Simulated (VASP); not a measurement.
# AlAs (fa.b) (F-43m) in VASP: further runs

AlAs (fa.b) is run at these levels: PBEsol; tasks: single point.

Everything below comes from runs of VASP 6.6.1. Logs are shortened: lines on timing, memory, paths and dates and some standing lists are left out, and cuts for length are marked.

### 1 The cell of the first run

It takes space group F-43m (No. 216, cubic). The conventional cell has a = 5.674 Å, b = 5.674 Å, c = 5.674 Å, α = 90.00°, β = 90.00°, γ = 90.00°. Within 3.2 Å of Al (site symmetry -43m) lie 4 As at 2.46 Å. As (site symmetry -43m) has 4 Al at 2.46 Å within 3.2 Å.

### 2 Single point, PBEsol

INCAR reads:

```
PREC     = Accurate       # precision mode
ENCUT    = 500            # plane-wave cutoff, eV
EDIFF    = 1E-6           # SCF threshold, eV
ISMEAR   = 0              # smearing method
SIGMA    = 0.02           # smearing width, eV
LREAL    = False          # projectors in reciprocal space
LASPH    = True           # aspherical terms in the spheres
NELM     = 120            # most SCF steps
ALGO     = Normal         # electronic algorithm
ISIF     = 2              # what is computed and relaxed
LWAVE    = False          # write WAVECAR
LCHARG   = True           # write CHGCAR
GGA      = PS             # functional
LELF     = True           # ELF
LVHAR    = True         
NBANDS   = 11             # bands
GGA_COMPAT= False
```

KPOINTS reads:

```
Automatic mesh
0
Gamma
  8 8 8
```

POSCAR reads:

```
AlAs
1.0
    0.0000000000      2.8372289529      2.8372289529
    2.8372289529      0.0000000000      2.8372289529
    2.8372289529      2.8372289529      0.0000000000
Al As
1 1
Direct
    0.0000000000      0.0000000000      0.0000000000
    0.2500000000      0.2500000000      0.2500000000
```

Potentials or basis: VASP PAW PBE potentials, release 64 (Al, As).

Started as:

```console
> cat potpaw_PBE.64/Al/POTCAR potpaw_PBE.64/As/POTCAR > POTCAR
> mpirun -np 1 vasp_std > vasp.out
```

OUTCAR:

```text
PREC = Accurate
   ENCUT = 500
   EDIFF = 1E-6
   ISMEAR = 0
   LREAL = False
   LASPH = True
   NELM = 120
   ISIF = 2
   GGA = PS

 ion  position               nearest neighbor table
   1  0.000  0.000  0.000-   2 2.46   2 2.46   2 2.46   2 2.46
   2  0.250  0.250  0.250-   1 2.46   1 2.46   1 2.46   1 2.46

  LATTYP: Found a face centered cubic cell.
 ALAT       =     5.6744579058

  Lattice vectors:

 A1 = (   0.0000000000,   2.8372289529,   2.8372289529)
 A2 = (   2.8372289529,   0.0000000000,   2.8372289529)
 A3 = (   2.8372289529,   2.8372289529,   0.0000000000)

Analysis of symmetry for initial positions (statically):
=====================================================================
 Subroutine PRICEL returns:
 Original cell was already a primitive cell.

 Routine SETGRP: Setting up the symmetry group for a
 face centered cubic supercell.

 Subroutine GETGRP returns: Found 24 space group operations
 (whereof 24 operations were pure point group operations)
 out of a pool of 48 trial point group operations.

The static configuration has the point symmetry T_d .

Analysis of symmetry for dynamics (positions and initial velocities):
=====================================================================
 Subroutine PRICEL returns:
 Original cell was already a primitive cell.

 Routine SETGRP: Setting up the symmetry group for a
 face centered cubic supercell.

 Subroutine GETGRP returns: Found 24 space group operations
 (whereof 24 operations were pure point group operations)
 out of a pool of 48 trial point group operations.

The dynamic configuration has the point symmetry T_d .

 Subroutine INISYM returns: Found 24 space group operations
 (whereof 24 operations are pure point group operations),
 and found     1 'primitive' translations

----------------------------------------------------------------------------------------

                                     Primitive cell

  volume of cell :      45.6786

  direct lattice vectors                    reciprocal lattice vectors
     0.000000000  2.837228953  2.837228953    -0.176228288  0.176228288  0.176228288
     2.837228953  0.000000000  2.837228953     0.176228288 -0.176228288  0.176228288
     2.837228953  2.837228953  0.000000000     0.176228288  0.176228288 -0.176228288

  length of vectors
     4.012447665  4.012447665  4.012447665     0.305236348  0.305236348  0.305236348

  position of ions in fractional coordinates (direct lattice)
[... 82 lines left out ...]
   NSW    =      0    number of steps for IOM
   IBRION =     -1    ionic relax: 0-MD 1-quasi-New 2-CG
   NFREE  =      0    steps in history (QN), initial steepest desc. (CG)
   ISIF   =      2    stress and relaxation
   ISYM   =      2    0-nonsym 1-usesym 2-fastsym
   POTIM  = 0.5000    time-step for ionic-motion
   TEBEG  =    0.0;   TEEND  =   0.0 temperature during run
   PSTRESS=    0.0 pullay stress
   NELECT =       8.0000    total number of electrons
   NUPDOWN=      -1.0000    fix difference up-down
   EMIN   =  10.00;   EMAX   =-10.00  energy-range for DOS
   EFERMI =   0.00;   METHOD = LEGACY
   ISMEAR =     0;   SIGMA  =   0.02  broadening in eV -4-tet -1-fermi 0-gaus
   EFERMI_NEDOS =   21; number of points for ismear=-14 and -15
   IALGO  =     38    algorithm
   IMIX   =      4    mixing-type and parameters
     AMIX     =   0.40;   BMIX     =  1.00
     AMIX_MAG =   1.60;   BMIX_MAG =  1.00
  volume/ion in A,a.u.               =      22.84       154.13
  Fermi-wavevector in a.u.,A,eV,Ry     =   0.915940  1.730876 11.414559  0.838946
  Thomas-Fermi vector in A             =   2.040739
   LORBIT       =      0    0 simple, 1 ext, 2 COOP (PROOUT), +10 PAW based schemes
   GGA     = PS    functional components
   LHFCALC =     F    Hartree Fock is set to
   AEXX    =    0.0000 exact exchange contribution
   IVDW    =     0    specifies the selected vdW correction
   LEPSILON=     F    determine dielectric tensor
   LRPA    =     F    only Hartree local field effects (RPA)
 non-spin polarized calculation
 Gauss-broadening in eV      SIGMA  =   0.02
  energy-cutoff  :      500.00
  volume of cell :       45.68
 maximum number of plane-waves:      1211
 NGX is ok and might be reduce to    30
   NGX = 15   NGY = 15   NGZ = 15

 number of electron       8.0000000 magnetization

 Free energy of the ion-electron system (eV)
  ---------------------------------------------------
  ext. energy  EPLUGINS =         0.00000000
  ---------------------------------------------------
  free energy    TOTEN  =       -10.06467665 eV

  energy without entropy =      -10.06467665  energy(sigma->0) =      -10.06467665

 E-fermi :   3.8269     XC(G=0):  -9.1678

 val. band max:        3.7409487078   @ k =   0.0000   0.0000   0.0000
 cond. band min:       5.0723363757   @ k =   0.5000   0.5000   0.0000
 fundamental gap:      1.3313876679
 Fermi energy:         3.8268720390

 k-point     1 :       0.0000    0.0000    0.0000
  band No.  band energies     occupation
      1      -8.1056      2.00000
      2       3.7409      2.00000
      3       3.7409      2.00000
      4       3.7409      2.00000
      5       5.6644      0.00000
      6       7.9916      0.00000
      7       7.9916      0.00000
      8       7.9916      0.00000
      9      12.4122      0.00000
     10      12.7170      0.00000
     11      12.7170      0.00000
[... 309 lines left out ...]
 k-point    24 :      -0.3750    0.2500    0.1250
  band No.  band energies     occupation
      1      -6.4350      2.00000
      2      -1.5147      2.00000
      3       1.0424      2.00000
      4       2.1983      2.00000
      5       7.3355      0.00000
      6       7.8974      0.00000
      7      10.3556      0.00000
      8      11.2864      0.00000
      9      12.0084      0.00000
     10      14.6293      0.00000
     11      15.8938      0.00000

 [... further k-points ...]
[... 5 lines left out ...]
  --------------------------------------------------------------------------------------
  -------------------------------------------------------------------------------------
  Total        0.0794049      0.0794049      0.0794049     -0.0000000      0.0000000     -0.0000000
  in kB        2.7851251      2.7851251      2.7851251     -0.0000000      0.0000000     -0.0000000
  external PRESSURE =       2.7851251 kB  Pullay stress =       0.0000000 kB

 VOLUME and BASIS-vectors are now :
 -----------------------------------------------------------------------------
  energy-cutoff  :      500.00
  volume of cell :       45.68
      direct lattice vectors                 reciprocal lattice vectors
     0.000000000  2.837228953  2.837228953    -0.176228288  0.176228288  0.176228288
     2.837228953  0.000000000  2.837228953     0.176228288 -0.176228288  0.176228288
     2.837228953  2.837228953  0.000000000     0.176228288  0.176228288 -0.176228288

 POSITION                                       TOTAL-FORCE (eV/Angst)
 -----------------------------------------------------------------------------------
      0.00000      0.00000      0.00000        -0.000000     -0.000000      0.000000
      1.41861      1.41861      1.41861         0.000000      0.000000     -0.000000
 -----------------------------------------------------------------------------------
    total drift:                                0.000000      0.000000     -0.000000

  FREE ENERGIE OF THE ION-ELECTRON SYSTEM (eV)
  ---------------------------------------------------
  free  energy   TOTEN  =       -10.0646766474 eV

  energy  without entropy=      -10.0646766474  energy(sigma->0) =      -10.06467665
```

OSZICAR:

```text
N       E                     dE             d eps       ncg     rms          rms(c)
DAV:   1     0.123330058154E+02    0.12333E+02   -0.30299E+03   646   0.538E+02
DAV:   2    -0.944780066104E+01   -0.21781E+02   -0.20604E+02   804   0.842E+01
DAV:   3    -0.103238958173E+02   -0.87610E+00   -0.87477E+00   800   0.173E+01
DAV:   4    -0.103307816511E+02   -0.68858E-02   -0.68850E-02   744   0.185E+00
DAV:   5    -0.103309215660E+02   -0.13991E-03   -0.13991E-03   782   0.252E-01    0.325E+00
DAV:   6    -0.101127864462E+02    0.21814E+00   -0.35076E-01   698   0.211E+00    0.185E+00
DAV:   7    -0.100663577051E+02    0.46429E-01   -0.17203E-01   736   0.158E+00    0.650E-01
DAV:   8    -0.100646106442E+02    0.17471E-02   -0.10862E-02   710   0.485E-01    0.936E-02
DAV:   9    -0.100646267655E+02   -0.16121E-04   -0.50164E-04   743   0.120E-01    0.447E-02
DAV:  10    -0.100646727707E+02   -0.46005E-04   -0.50405E-05   706   0.390E-02    0.937E-03
DAV:  11    -0.100646767992E+02   -0.40285E-05   -0.69940E-06   750   0.132E-02    0.498E-03
DAV:  12    -0.100646766474E+02    0.15181E-06   -0.12656E-06   472   0.490E-03
   1 F= -.10064677E+02 E0= -.10064677E+02  d E =-.637514E-12
```

stdout:

```text
POSCAR found type information on POSCAR AlAs
 POSCAR found :  2 types and       2 ions
 scaLAPACK will be used
 -----------------------------------------------------------------------------
|                                                                             |
|                                                                             |
|     You enforced a specific xc type in the INCAR file but a different       |
|     I HOPE YOU KNOW WHAT YOU ARE DOING!                                     |
|                                                                             |
 -----------------------------------------------------------------------------

 LDA part: xc-table for (Slater+PW92), standard interpolation
 POSCAR, INCAR and KPOINTS ok, starting setup
 FFT: planning ... GRIDC
 FFT: planning ... GRID_SOFT
 FFT: planning ... GRID
 WAVECAR not read
 entering main loop
```

It took 16 s on 1 thread of Intel Xeon Platinum 8488C (Sapphire Rapids), shared host; peak memory 0.17 GiB.

What came out:

| Property | Result |
| --- | --- |
| Free energy | -10.0647 eV |
| Pressure | 0.3 GPa |
| Band gap on the k mesh | 1.33 eV, indirect (least direct gap 1.92 eV) |

Caveat: the PAW data sets were made with another functional, which shifts forces and pressure a little. A k mesh can miss the band edges.

### 3 Single point, PBEsol

INCAR reads:

```
SYSTEM = AlAs
  PREC = Accurate
  ENCUT = 500
  EDIFF = 1E-6
  ISMEAR = 0
  SIGMA = 0.02
  LREAL = .False.
  LASPH = .True.
  NELM = 120
  ALGO = Normal
  ISIF = 2
  LWAVE = .False.
  LCHARG = .True.
  GGA = PS
  LELF = .True.
  LVHAR = .True.
  NBANDS = 11
  GGA_COMPAT = .False.
```

KPOINTS reads:

```
regular mesh
0
Gamma
  8 8 8
  0 0 0
```

POSCAR is that of step 2.

Potentials or basis: VASP PAW PBE potentials, release 64 (Al, As).

Started as:

```console
> cat potpaw_PBE.64/Al/POTCAR potpaw_PBE.64/As/POTCAR > POTCAR
> mpirun -np 1 vasp_std > vasp.out
```

OUTCAR:

```text
SYSTEM = AlAs
   PREC = Accurate
   ENCUT = 500
   EDIFF = 1E-6
   ISMEAR = 0
   LREAL = .False.
   LASPH = .True.
   NELM = 120
   ISIF = 2
   GGA = PS

 ion  position               nearest neighbor table
   1  0.000  0.000  0.000-   2 2.46   2 2.46   2 2.46   2 2.46
   2  0.250  0.250  0.250-   1 2.46   1 2.46   1 2.46   1 2.46

  LATTYP: Found a face centered cubic cell.
 ALAT       =     5.6744579058

  Lattice vectors:

 A1 = (   0.0000000000,   2.8372289529,   2.8372289529)
 A2 = (   2.8372289529,   0.0000000000,   2.8372289529)
 A3 = (   2.8372289529,   2.8372289529,   0.0000000000)
[... 513 lines left out ...]
      7      10.3556      0.00000
      8      11.2864      0.00000
      9      12.0084      0.00000
     10      14.6293      0.00000
     11      15.8938      0.00000

 [... further k-points ...]
[... 5 lines left out ...]
  --------------------------------------------------------------------------------------
  -------------------------------------------------------------------------------------
  Total        0.0794049      0.0794049      0.0794049     -0.0000000      0.0000000     -0.0000000
  in kB        2.7851251      2.7851251      2.7851251     -0.0000000      0.0000000     -0.0000000
  external PRESSURE =       2.7851251 kB  Pullay stress =       0.0000000 kB

 VOLUME and BASIS-vectors are now :
 -----------------------------------------------------------------------------
  energy-cutoff  :      500.00
  volume of cell :       45.68
      direct lattice vectors                 reciprocal lattice vectors
     0.000000000  2.837228953  2.837228953    -0.176228288  0.176228288  0.176228288
     2.837228953  0.000000000  2.837228953     0.176228288 -0.176228288  0.176228288
     2.837228953  2.837228953  0.000000000     0.176228288  0.176228288 -0.176228288

 POSITION                                       TOTAL-FORCE (eV/Angst)
 -----------------------------------------------------------------------------------
      0.00000      0.00000      0.00000        -0.000000     -0.000000      0.000000
      1.41861      1.41861      1.41861         0.000000      0.000000     -0.000000
 -----------------------------------------------------------------------------------
    total drift:                                0.000000      0.000000     -0.000000

  FREE ENERGIE OF THE ION-ELECTRON SYSTEM (eV)
  ---------------------------------------------------
  free  energy   TOTEN  =       -10.0646766474 eV

  energy  without entropy=      -10.0646766474  energy(sigma->0) =      -10.06467665
```

OSZICAR:

```text
N       E                     dE             d eps       ncg     rms          rms(c)
DAV:   1     0.123330058154E+02    0.12333E+02   -0.30299E+03   646   0.538E+02
DAV:   2    -0.944780066104E+01   -0.21781E+02   -0.20604E+02   804   0.842E+01
DAV:   3    -0.103238958173E+02   -0.87610E+00   -0.87477E+00   800   0.173E+01
DAV:   4    -0.103307816511E+02   -0.68858E-02   -0.68850E-02   744   0.185E+00
DAV:   5    -0.103309215660E+02   -0.13991E-03   -0.13991E-03   782   0.252E-01    0.325E+00
DAV:   6    -0.101127864462E+02    0.21814E+00   -0.35076E-01   698   0.211E+00    0.185E+00
DAV:   7    -0.100663577051E+02    0.46429E-01   -0.17203E-01   736   0.158E+00    0.650E-01
DAV:   8    -0.100646106442E+02    0.17471E-02   -0.10862E-02   710   0.485E-01    0.936E-02
DAV:   9    -0.100646267655E+02   -0.16121E-04   -0.50164E-04   743   0.120E-01    0.447E-02
DAV:  10    -0.100646727707E+02   -0.46005E-04   -0.50405E-05   706   0.390E-02    0.937E-03
DAV:  11    -0.100646767992E+02   -0.40285E-05   -0.69940E-06   750   0.132E-02    0.498E-03
DAV:  12    -0.100646766474E+02    0.15181E-06   -0.12656E-06   472   0.490E-03
   1 F= -.10064677E+02 E0= -.10064677E+02  d E =-.637514E-12
```

stdout:

```text
POSCAR found type information on POSCAR AlAs
 POSCAR found :  2 types and       2 ions
 scaLAPACK will be used
 -----------------------------------------------------------------------------
|                                                                             |
|                                                                             |
|     You enforced a specific xc type in the INCAR file but a different       |
|     I HOPE YOU KNOW WHAT YOU ARE DOING!                                     |
|                                                                             |
 -----------------------------------------------------------------------------

 LDA part: xc-table for (Slater+PW92), standard interpolation
 POSCAR, INCAR and KPOINTS ok, starting setup
 FFT: planning ... GRIDC
 FFT: planning ... GRID_SOFT
 FFT: planning ... GRID
 WAVECAR not read
 entering main loop
```

Wall time 16 s (1 thread of Intel Xeon Platinum 8488C (Sapphire Rapids), shared host); peak memory 0.17 GiB.

What came out:

| Property | Result |
| --- | --- |
| Free energy | -10.0647 eV |
| Pressure | 0.3 GPa |
| Band gap on the k mesh | 1.33 eV, indirect (least direct gap 1.92 eV) |

Levels at points of the mesh, in eV from the valence-band top:
```
           k point  band 2  band 3  band 4  band 5  band 6  band 7
(0.00, 0.00, 0.00)    0.00    0.00    0.00    1.92    4.25    4.25
(0.50, 0.00, 0.00)   -5.57   -0.82   -0.82    2.05    4.63    4.63
(0.50, 0.50, 0.00)   -5.42   -2.17   -2.17    1.33    2.22   10.23
```

Caveat: the PAW data sets were made with another functional, which shifts forces and pressure a little. A k mesh can miss the band edges.
